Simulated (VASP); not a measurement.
# MgIn2N2 (R-3m) in VASP: single point with r2SCAN

Aim: the single point of MgIn2N2 with r2SCAN.

All numbers are computed with VASP 6.6.1; they aren't measurements. Logs are shortened: lines on timing, memory, paths and dates and some standing lists are left out, and cuts for length are marked.

## Step 1: The cell of the first run

It takes space group R-3m (No. 166, trigonal). The conventional cell has a = 3.340 Å, b = 3.340 Å, c = 23.317 Å, α = 90.00°, β = 90.00°, γ = 120.00°. Within 3.2 Å of Mg (site symmetry -3m) lie 6 N at 2.33 Å and 6 In at 3.13 Å. In (site symmetry 3m) has 3 N at 2.25 Å and 1 In at 2.84 Å within 3.0 Å. Within 3.0 Å of N (site symmetry 3m) lie 3 In at 2.25 Å and 3 Mg at 2.33 Å.

## Step 2: Single point, r2SCAN

The input, POSCAR:

```
MgIn2N2
1.0
    1.6701480000      0.9642600000      7.7724940000
   -1.6701480000      0.9642600000      7.7724940000
    0.0000000000     -1.9285210000      7.7724940000
Mg In N
1 2 2
Direct
    0.0000000000      0.0000000000      0.0000000000
    0.4390070000      0.4390070000      0.4390070000
    0.5609930000      0.5609930000      0.5609930000
    0.2772770000      0.2772770000      0.2772770000
    0.7227230000      0.7227230000      0.7227230000
```

The input, INCAR.step1:

```
PREC     = Accurate       # precision mode
ENCUT    = 520            # plane-wave cutoff, eV
ISMEAR   = 0              # smearing method
SIGMA    = 0.01           # smearing width, eV
LREAL    = F              # projectors in reciprocal space
LASPH    = T              # aspherical terms in the spheres
NELM     = 100            # most SCF steps
NBANDS   = 27             # bands
GGA      = PE             # functional
ALGO     = Normal         # electronic algorithm
EDIFF    = 1E-4           # SCF threshold, eV
LWAVE    = T              # write WAVECAR
LCHARG   = F              # write CHGCAR
```

The input, INCAR.step2:

```
PREC     = Accurate       # precision mode
ENCUT    = 520            # plane-wave cutoff, eV
EDIFF    = 1E-7           # SCF threshold, eV
ISMEAR   = 0              # smearing method
SIGMA    = 0.01           # smearing width, eV
LREAL    = F              # projectors in reciprocal space
LASPH    = T              # aspherical terms in the spheres
NELM     = 100            # most SCF steps
ALGO     = Normal         # electronic algorithm
ISIF     = 2              # what is computed and relaxed
LWAVE    = F              # write WAVECAR
LCHARG   = T              # write CHGCAR
METAGGA  = R2SCAN         # meta-GGA
LMIXTAU  = T            
LELF     = T              # ELF
LVHAR    = T            
NBANDS   = 27             # bands
ISTART   = 1
```

The input, KPOINTS:

```
regular mesh
0
Gamma
  7 7 7
```

Potentials or basis: VASP PAW PBE potentials, release 64 (Mg, In_d, N).

The run is started by

```bash
cat potpaw_PBE.64/Mg/POTCAR potpaw_PBE.64/In_d/POTCAR potpaw_PBE.64/N/POTCAR > POTCAR
cp INCAR.step1 INCAR
mpirun -np 1 vasp_std > vasp.out
cp INCAR.step2 INCAR
mpirun -np 1 vasp_std > vasp.out
```

OUTCAR:

```text
PREC = Accurate
   ENCUT = 520
   EDIFF = 1E-7
   ISMEAR = 0
   LREAL = F
   LASPH = T
   NELM = 100
   ISIF = 2
   METAGGA = R2SCAN
   ISTART = 1

 ion  position               nearest neighbor table
   1  0.000  0.000  0.000-   5 2.33   4 2.33   5 2.33   5 2.33   4 2.33   4 2.33   2 3.13   3 3.13
                             2 3.13   3 3.13   2 3.13   3 3.13
   2  0.439  0.439  0.439-   5 2.25   5 2.25   5 2.25   3 2.84   1 3.13   1 3.13   1 3.13
   3  0.561  0.561  0.561-   4 2.25   4 2.25   4 2.25   2 2.84   1 3.13   1 3.13   1 3.13
   4  0.277  0.277  0.277-   3 2.25   3 2.25   3 2.25   1 2.33   1 2.33   1 2.33
   5  0.723  0.723  0.723-   2 2.25   2 2.25   2 2.25   1 2.33   1 2.33   1 2.33

  LATTYP: Found a trigonal (rhomboedric) cell.
 ALAT       =     8.0081742407
 COS(alpha) =     0.9130092884

  Lattice vectors:

 A1 = (   1.6701480000,   0.9642600000,   7.7724940000)
 A2 = (  -1.6701480000,   0.9642600000,   7.7724940000)
 A3 = (   0.0000000000,  -1.9285210000,   7.7724940000)

Analysis of symmetry for initial positions (statically):
=====================================================================
 Subroutine PRICEL returns:
 Original cell was already a primitive cell.

 Routine SETGRP: Setting up the symmetry group for a
 trigonal (rhombohedral) supercell.

 Subroutine GETGRP returns: Found 12 space group operations
 (whereof 12 operations were pure point group operations)
 out of a pool of 12 trial point group operations.

The static configuration has the point symmetry D_3d.

Analysis of symmetry for dynamics (positions and initial velocities):
=====================================================================
 Subroutine PRICEL returns:
 Original cell was already a primitive cell.

 Routine SETGRP: Setting up the symmetry group for a
 trigonal (rhombohedral) supercell.

 Subroutine GETGRP returns: Found 12 space group operations
 (whereof 12 operations were pure point group operations)
 out of a pool of 12 trial point group operations.

The dynamic configuration has the point symmetry D_3d.

 Subroutine INISYM returns: Found 12 space group operations
 (whereof 12 operations are pure point group operations),
 and found     1 'primitive' translations

----------------------------------------------------------------------------------------

                                     Primitive cell

  volume of cell :      75.1036

  direct lattice vectors                    reciprocal lattice vectors
     1.670148000  0.964260000  7.772494000     0.299374666  0.172844056  0.042886285
    -1.670148000  0.964260000  7.772494000    -0.299374666  0.172844056  0.042886285
     0.000000000 -1.928521000  7.772494000     0.000000000 -0.345688111  0.042886263

  length of vectors
     8.008174241  8.008174241  8.008174338     0.348338186  0.348338186  0.348338200

  position of ions in fractional coordinates (direct lattice)
     0.000000000  0.000000000  0.000000000
     0.439007000  0.439007000  0.439007000
     0.560993000  0.560993000  0.560993000
     0.277277000  0.277277000  0.277277000
     0.722723000  0.722723000  0.722723000

  ion indices of the primitive-cell ions
   primitive index   ion index
                 1           1
                 2           2
                 3           3
                 4           4
                 5           5

----------------------------------------------------------------------------------------

 KPOINTS: regular mesh

Automatic generation of k-mesh.
 Grid dimensions read from file:
 generate k-points for:    7    7    7

 Generating k-lattice:

  Cartesian coordinates                     Fractional coordinates (reciprocal lattice)
     0.042767809  0.024692008  0.006126612     0.142857143  0.000000000  0.000000000
    -0.042767809  0.024692008  0.006126612     0.000000000  0.142857143  0.000000000
     0.000000000 -0.049384016  0.006126609    -0.000000000 -0.000000000  0.142857143

  Length of vectors
     0.049762598  0.049762598  0.049762600

  Shift w.r.t. Gamma in fractional coordinates (k-lattice)
     0.000000000  0.000000000  0.000000000

 Subroutine IBZKPT returns following result:
 ===========================================

 Found     44 irreducible k-points:

 Following reciprocal coordinates:
            Coordinates               Weight
  0.000000  0.000000  0.000000      1.000000
  0.142857  0.000000  0.000000      6.000000
  0.285714 -0.000000 -0.000000      6.000000
  0.428571  0.000000 -0.000000      6.000000
  0.142857  0.142857  0.000000      6.000000
  0.285714  0.142857 -0.000000     12.000000
[... 16 lines left out ...]
  0.285714  0.285714  0.142857      6.000000
  0.428571  0.285714  0.142857     12.000000
 [... further k-points ...]
   k-points           NKPTS =     44   k-points in BZ     NKDIM =     44   number of bands    NBANDS=     27
   number of dos      NEDOS =    301   number of ions     NIONS =      5
   total plane-waves  NPLWV = 216000
   dimension x,y,z NGX =    60 NGY =   60 NGZ =   60
   dimension x,y,z NGXF=   120 NGYF=  120 NGZF=  120
   ions per type =               1   2   2
   NGX,Y,Z   is equivalent  to a cutoff of  12.46, 12.46, 12.46 a.u.
   NGXF,Y,Z  is equivalent  to a cutoff of  24.91, 24.91, 24.91 a.u.
 SYSTEM =  unknown system
   PREC   = accura    normal or accurate (medium, high low for compatibility)
   ISTART =      1    job   : 0-new  1-cont  2-samecut
   ICHARG =      0    charge: 1-file 2-atom 10-const
   ISPIN  =      1    spin polarized calculation?
   LNONCOLLINEAR =      F non collinear calculations
   LSORBIT =      F    spin-orbit coupling
   LASPH  =      T    aspherical Exc in radial PAW
   ENCUT  =  520.0 eV  38.22 Ry    6.18 a.u.  14.89 14.89 14.89*2*pi/ulx,y,z
   NELM   =    100;   NELMIN=  2; NELMDL=  0     # of ELM steps
   EDIFF  = 0.1E-06   stopping-criterion for ELM
   LREAL  =      F    real-space projection
   EDIFFG = 0.1E-05   stopping-criterion for IOM
   NSW    =      0    number of steps for IOM
   IBRION =     -1    ionic relax: 0-MD 1-quasi-New 2-CG
   NFREE  =      0    steps in history (QN), initial steepest desc. (CG)
   ISIF   =      2    stress and relaxation
   ISYM   =      2    0-nonsym 1-usesym 2-fastsym
   POTIM  = 0.5000    time-step for ionic-motion
   TEBEG  =    0.0;   TEEND  =   0.0 temperature during run
   PSTRESS=    0.0 pullay stress
   NELECT =      38.0000    total number of electrons
   NUPDOWN=      -1.0000    fix difference up-down
   EMIN   =  10.00;   EMAX   =-10.00  energy-range for DOS
   EFERMI =   0.00;   METHOD = LEGACY
   ISMEAR =     0;   SIGMA  =   0.01  broadening in eV -4-tet -1-fermi 0-gaus
   EFERMI_NEDOS =   21; number of points for ismear=-14 and -15
   IALGO  =     38    algorithm
   IMIX   =      4    mixing-type and parameters
     AMIX     =   0.40;   BMIX     =  1.00
     AMIX_MAG =   1.60;   BMIX_MAG =  1.00
  volume/ion in A,a.u.               =      15.02       101.36
  Fermi-wavevector in a.u.,A,eV,Ry     =   1.304515  2.465176 23.153840  1.701759
  Thomas-Fermi vector in A             =   2.435446
   LORBIT       =      0    0 simple, 1 ext, 2 COOP (PROOUT), +10 PAW based schemes
   METAGGA = R2SCAN    functional components
   LHFCALC =     F    Hartree Fock is set to
   AEXX    =    0.0000 exact exchange contribution
   IVDW    =     0    specifies the selected vdW correction
   LEPSILON=     F    determine dielectric tensor
   LRPA    =     F    only Hartree local field effects (RPA)
 non-spin polarized calculation
 Gauss-broadening in eV      SIGMA  =   0.01
  energy-cutoff  :      520.00
  volume of cell :       75.10
 maximum number of plane-waves:      2036
   NGX = 29   NGY = 29   NGZ = 29

 number of electron      37.9999995 magnetization

 Free energy of the ion-electron system (eV)
  ---------------------------------------------------
  ext. energy  EPLUGINS =         0.00000000
  ---------------------------------------------------
  free energy    TOTEN  =       -69.38565890 eV

  energy without entropy =      -69.38565890  energy(sigma->0) =      -69.38565890

 E-fermi :   6.5364     XC(G=0): -11.4179

 val. band max:        6.4295136475   @ k =  -0.4286   0.4286   0.4286
 cond. band min:       7.0940793426   @ k =   0.4286   0.4286   0.4286
 fundamental gap:      0.6645656951
 Fermi energy:         6.5364348056

 k-point     1 :       0.0000    0.0000    0.0000
  band No.  band energies     occupation
      1      -8.9307      2.00000
      2      -8.4698      2.00000
      3      -8.0770      2.00000
      4      -7.9100      2.00000
      5      -7.9100      2.00000
      6      -7.8921      2.00000
[... 19 lines left out ...]
     26      17.5807      0.00000
     27      17.5807      0.00000

 k-point     2 :       0.1429    0.0000    0.0000
  band No.  band energies     occupation
      1      -8.9488      2.00000
      2      -8.6158      2.00000
      3      -8.0701      2.00000
      4      -7.8518      2.00000
      5      -7.8434      2.00000
      6      -7.8261      2.00000
[... 19 lines left out ...]
     26      16.4184      0.00000
     27      17.4792      0.00000

 k-point     3 :       0.2857   -0.0000   -0.0000
  band No.  band energies     occupation
      1      -9.0185      2.00000
      2      -8.8474      2.00000
      3      -8.0183      2.00000
      4      -7.8755      2.00000
      5      -7.8173      2.00000
      6      -7.7765      2.00000
[... 19 lines left out ...]
     26      15.7252      0.00000
     27      16.2007      0.00000

 k-point     4 :       0.4286    0.0000   -0.0000
  band No.  band energies     occupation
      1      -9.0663      2.00000
      2      -9.0138      2.00000
      3      -7.9851      2.00000
      4      -7.9357      2.00000
      5      -7.8318      2.00000
      6      -7.7891      2.00000
[... 19 lines left out ...]
     26      15.8391      0.00000
     27      16.3432      0.00000
[... 516 lines left out ...]
      4      -7.8752      2.00000
      5      -7.8178      2.00000
      6      -7.7796      2.00000
[... 19 lines left out ...]
     26      15.7349      0.00000
     27      16.2601      0.00000

 k-point    23 :       0.2857    0.2857    0.1429
  band No.  band energies     occupation
      1      -8.9394      2.00000
      2      -8.6314      2.00000
      3      -8.0469      2.00000
      4      -7.8527      2.00000
      5      -7.8429      2.00000
      6      -7.8208      2.00000
[... 19 lines left out ...]
     26      16.4139      0.00000
     27      17.5742      0.00000

 k-point    24 :       0.4286    0.2857    0.1429
  band No.  band energies     occupation
      1      -8.9813      2.00000
      2      -8.7944      2.00000
      3      -8.0232      2.00000
      4      -7.8342      2.00000
      5      -7.8281      2.00000
      6      -7.7812      2.00000
[... 19 lines left out ...]
     26      15.7792      0.00000
     27      16.8594      0.00000

 [... further k-points ...]

------------------------ aborting loop because EDIFF is reached ----------------------------------------

  FORCE on cell =-STRESS in cart. coord.  units (eV):
  Direction    XX          YY          ZZ          XY          YZ          ZX
  --------------------------------------------------------------------------------------
  -------------------------------------------------------------------------------------
  Total       -1.7322385     -1.7322383     -1.7649481      0.0000000      0.0000001      0.0000000
  in kB      -36.9536529    -36.9536480    -37.6514424      0.0000000      0.0000016      0.0000000
  external PRESSURE =     -37.1862478 kB  Pullay stress =       0.0000000 kB

 VOLUME and BASIS-vectors are now :
 -----------------------------------------------------------------------------
  energy-cutoff  :      520.00
  volume of cell :       75.10
      direct lattice vectors                 reciprocal lattice vectors
     1.670148000  0.964260000  7.772494000     0.299374666  0.172844056  0.042886285
    -1.670148000  0.964260000  7.772494000    -0.299374666  0.172844056  0.042886285
     0.000000000 -1.928521000  7.772494000     0.000000000 -0.345688111  0.042886263

 POSITION                                       TOTAL-FORCE (eV/Angst)
 -----------------------------------------------------------------------------------
      0.00000      0.00000      0.00000         0.000000     -0.000000      0.000000
      0.00000     -0.00000     10.23654         0.000000      0.000000     -0.194750
      0.00000     -0.00000     13.08094         0.000000     -0.000000      0.194750
      0.00000     -0.00000      6.46540         0.000000      0.000000     -0.184659
      0.00000     -0.00000     16.85208         0.000000     -0.000000      0.184659
 -----------------------------------------------------------------------------------
    total drift:                               -0.000000     -0.000000      0.000000

  FREE ENERGIE OF THE ION-ELECTRON SYSTEM (eV)
  ---------------------------------------------------
  free  energy   TOTEN  =       -69.3856589018 eV

  energy  without entropy=      -69.3856589018  energy(sigma->0) =      -69.38565890
```

Run time: 30 min. Hardware: 1 thread of Intel Xeon Platinum 8488C (Sapphire Rapids), shared host; peak memory 0.59 GiB.

What came out:

```yaml
Free_energy: -69.3857 eV
Pressure: -3.7 GPa
Largest_force: 0.195 eV/Å
Band_gap_on_the_k_mesh: 0.66 eV (least direct gap 0.94 eV)
```

Forces in eV/Å, atoms in the order of the input:
```
Mg   0.000  0.000  0.000
In   0.000  0.000 -0.195
In   0.000  0.000  0.195
N    0.000  0.000 -0.185
N    0.000  0.000  0.185
```

Caveat: the cell stands under tension; the PAW data sets were made with another functional, which shifts forces and pressure a little; spin-orbit coupling is left out, which moves the levels of the heavy elements; an odd mesh through Γ misses points on the zone boundary, where band edges can lie.
